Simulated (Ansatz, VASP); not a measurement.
**Two plane-wave programs on SiO2**

```xyz
6
Lattice="-2.4625 2.4625 3.6437 2.4625 -2.4625 3.6437 2.4625 2.4625 -3.6437" Properties=species:S:1:pos:R:3 pbc="T T T"
Si    0.0000    0.0000    0.0000
Si    0.0000    2.4625    1.8218
O     1.2312    2.9514    2.7328
O     0.4889    1.2312    0.9109
O    -1.2312    1.9736    2.7328
O    -0.4889    3.6937    0.9109
```

Alike in both runs: task single point; functional LDA; k mesh 8 × 8 × 8; occupations gaussian, width 0.05 eV; no spin polarisation.

```csv
,VASP,Ansatz
version,VASP 6.6.1,Ansatz 0.2.0
potentials or method,"VASP PAW LDA potentials, release 64 (Si, O), cutoff 520 eV","scalar-relativistic, plane waves, PAW"
valence electrons in the cell,32,32
```

|  | VASP | Ansatz | Ansatz less VASP |
| --- | --- | --- | --- |
| gap on the k mesh at the Fermi level (eV) | 5.76 | 5.76 | +0.001 |
| least direct gap on the mesh (eV) | 5.76 | 5.76 | +0.001 |
| pressure (GPa) | 0.6 | 0.0 | -0.56 |
| rms of the force components (eV/Å) | 0.013 | 0.000 | -0.0128 |

LDA's correlation is that of Perdew and Zunger in VASP and of Perdew and Wang (1992) in Ansatz. Atom by atom the forces differ by 0.013 eV/Å (rms over components).
